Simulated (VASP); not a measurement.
Wanted: the native input for a VASP 6.6.1 run.

- Task: single point
- Functional: PBE
- Potentials or basis: VASP PAW PBE potentials, release 64 (Zn, O)
- Cutoff: 520 eV
- k mesh: 9 × 9 × 6
- Occupations: gaussian, width 0.02 eV
- Spin: no spin polarisation
- Dipole correction: no
- Further INCAR settings: ALGO = Normal; EDIFF = 1e-06; NBANDS = 26

The structure of ZnO (zincite) lies in POSCAR:

```
ZnO
1.0
    3.3119582906      0.0000000000      0.0000000000
   -1.6559791453      2.8682400160      0.0000000000
    0.0000000000      0.0000000000      5.3456860469
Zn O
2 2
Direct
    0.3333333333      0.6666666667      0.4999685893
    0.6666666667      0.3333333333     -0.0000314107
    0.6666666667      0.3333333333      0.3790414107
    0.3333333333      0.6666666667      0.8790414107
```

This cell differs from its parent crystal: volume scaled by 1.03, then relaxed in part.

These files were run (other wordings do the same):

INCAR

```
SYSTEM = ZnO
  ALGO = Normal
  EDIFF = 1E-6
  ENCUT = 520
  GGA = PE
  ISIF = 2
  ISMEAR = 0
  LASPH = .True.
  LCHARG = .False.
  LREAL = .False.
  LWAVE = .False.
  NBANDS = 26
  NELM = 100
  PREC = Accurate
  SIGMA = 0.02
```

KPOINTS

```
k-points
0
Gamma
  9 9 6
  0 0 0
```

Potentials or basis: VASP PAW PBE potentials, release 64 (Zn, O).

Launch:

```console
$ cat potpaw_PBE.64/Zn/POTCAR potpaw_PBE.64/O/POTCAR > POTCAR
$ mpirun -np 1 vasp_std > vasp.out
```

It gave:

```yaml
Pressure: -2.8 GPa
Band_gap_on_the_k_mesh: 0.68 eV, direct
```

It took 47 s on 1 thread of Intel(R) Xeon(R) Platinum 8488C (Sapphire Rapids) (shared host), peak memory 0.2 GiB.
